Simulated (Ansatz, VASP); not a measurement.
**P in VASP and in Ansatz**

The input INCAR:

```
SYSTEM = P
PREC = Accurate
ENCUT = 520
EDIFF = 1E-7
ISMEAR = -1
SIGMA = 0.03
LREAL = .False.
LASPH = .True.
NELM = 60
ALGO = Normal
ISIF = 2
LWAVE = .False.
LCHARG = .False.
GGA = PE
NBANDS = 8
```

File KPOINTS:

```
regular mesh
0
Gamma
  8 8 8
  0 0 0
```

The input POSCAR:

```
P
1.0
    4.2297412512      0.0000000000      0.0000000000
    0.0000000000      4.2297412512      0.0000000000
    0.0000000000      0.0000000000      4.3337747541
P
1
Direct
    0.0000000000      0.0000000000      0.0000000000
```

Input for Ansatz:

```yaml
crystal:
  lattice:
    - [4.2297412512, 0.0, 0.0]
    - [0.0, 4.2297412512, 0.0]
    - [0.0, 0.0, 4.3337747541]
  atoms:
    - { symbol: P, position: [0.0, 0.0, 0.0] }
kpoints:
  mp_grid: { grid: [8, 8, 8] }
scf:
  occupations: { method: fermi_dirac, width: 0.03 }
hamiltonian:
  xc: pbe
  pseudopotentials: { kind: all_electron, lapw: { basis_error: 0.00025 } }
output:
  forces: true
  stress: true
  eigenvalues: true
```

Change from the starting cell: volume scaled by 0.97.

Alike in both runs: task single point; functional PBE; k mesh 8 × 8 × 8; occupations fermi-dirac, width 0.03 eV; no spin polarisation.

|  | VASP | Ansatz |
| --- | --- | --- |
| version | VASP 6.6.1 | Ansatz 0.2.0 |
| potentials or method | VASP PAW PBE potentials, release 64 (P), cutoff 520 eV | all-electron LAPW, scalar-relativistic |

Ansatz gave:

| Quantity | Value |
| --- | --- |
| pressure (GPa) | -3.8 |
| traceless stress, the component that is largest in VASP (GPa) | 0.25 |

Task: Estimate VASP's values.

Result: Pressure (GPa): -3.9; traceless stress, the component that is largest in VASP (GPa): 0.25.

Ansatz ran all-electron here, and VASP with PAW potentials.
